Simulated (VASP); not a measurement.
Here is a VASP 6.6.1 calculation.

The input INCAR:

```
SYSTEM = CoPtO2
  ALGO = Normal
  EDIFF = 1E-6
  ENCUT = 520
  GGA = PE
  ISIF = 2
  ISMEAR = 0
  LASPH = .True.
  LCHARG = .False.
  LREAL = .False.
  LWAVE = .False.
  NBANDS = 58
  NELM = 60
  PREC = Accurate
  SIGMA = 0.1
```

Contents of KPOINTS:

```
k-points
0
Gamma
  12 12 2
  0 0 0
```

The input POSCAR:

```
CoPtO2
1.0
    2.9689815535      0.0000000000      0.0000000000
   -1.4844907768      2.5712134487      0.0000000000
    0.0000000000      0.0000000000     17.4540559157
Co Pt O
3 3 6
Direct
    0.6666666667      0.3333333333      0.8333333333
    0.3333333333      0.6666666667      0.1666666667
    0.0000000000      0.0000000000      0.5000000000
    0.0000000000      0.0000000000      0.0000000000
    0.6666666667      0.3333333333      0.3333333333
    0.3333333333      0.6666666667      0.6666666667
    0.0000000000      0.0000000000      0.8868205799
    0.3333333333      0.6666666667      0.7798460868
    0.6666666667      0.3333333333      0.2201539132
    0.0000000000      0.0000000000      0.1131794201
    0.3333333333      0.6666666667      0.5534872465
    0.6666666667      0.3333333333      0.4465127535
```

Potentials or basis: VASP PAW PBE potentials, release 64 (Co, Pt, O).

Command:

```bash
$ cat potpaw_PBE.64/Co/POTCAR potpaw_PBE.64/Pt/POTCAR potpaw_PBE.64/O/POTCAR > POTCAR
$ mpirun -np 1 vasp_std > vasp.out
```

Problem. Predict the band gap on the k mesh.

Solution. Zero (an odd number of electrons rules out a gap without spin polarisation).

Problem. What does it give for the largest force?

Solution. 0.466 eV/Å.

Problem. Estimate the pressure.

Solution. -6.9 GPa.

Forces in eV/Å, atoms in the order of the input:
```
Co   0.000  0.000  0.000
Co   0.000  0.000  0.000
Co   0.000  0.000  0.000
Pt   0.000  0.000  0.000
Pt   0.000  0.000  0.000
Pt   0.000  0.000  0.000
O    0.000  0.000 -0.466
O    0.000  0.000  0.466
O    0.000  0.000 -0.466
O    0.000  0.000  0.466
O    0.000  0.000 -0.466
O    0.000  0.000  0.466
```

Caveat: the cell differs from its parent crystal (biaxial strain in the a-b plane: +4.0 %); the stress differs along the axes, from -13 to 6 GPa; spin-orbit coupling is left out, which moves the levels of the heavy elements; an odd number of electrons without spin polarisation forces a metal; a magnetic or distorted state may lie lower; the run has no spin polarisation, though such a crystal can be magnetic; semilocal functionals often make such compounds metallic where correlation or magnetic order opens a gap, which also shifts bond lengths. Spin polarisation is off, so any magnetic state and its effect on volume and gap are missing.
